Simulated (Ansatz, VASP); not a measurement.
# Two plane-wave programs on ZnS

```xyz
2
Lattice="0.0000 2.5728 2.5728 2.5728 0.0000 2.5728 2.5728 2.5728 0.0000" Properties=species:S:1:pos:R:3 pbc="T T T"
Zn    0.0000    0.0000    0.0000
S     2.5728    2.5728    2.5728
```

Change from the starting cell: volume scaled by 1.025, PAW files.

Alike in both runs: task electric field gradients; functional PBE; k mesh 15 × 15 × 15; occupations fermi-dirac, width 0.05 eV; no spin polarisation.

|  | VASP | Ansatz |
| --- | --- | --- |
| version | VASP 6.6.1 | Ansatz 0.2.0 |
| potentials or method | VASP PAW PBE potentials, release 64 (Zn, S) | PAW with Ansatz's default frozen-core files, scalar-relativistic |
| plane-wave cutoff (eV) | 520 | 420 |
| valence electrons in the cell | 18 | 18 |

```csv
,VASP,Ansatz,Ansatz less VASP
pressure (GPa),-1.9,-2.0,-0.12
```
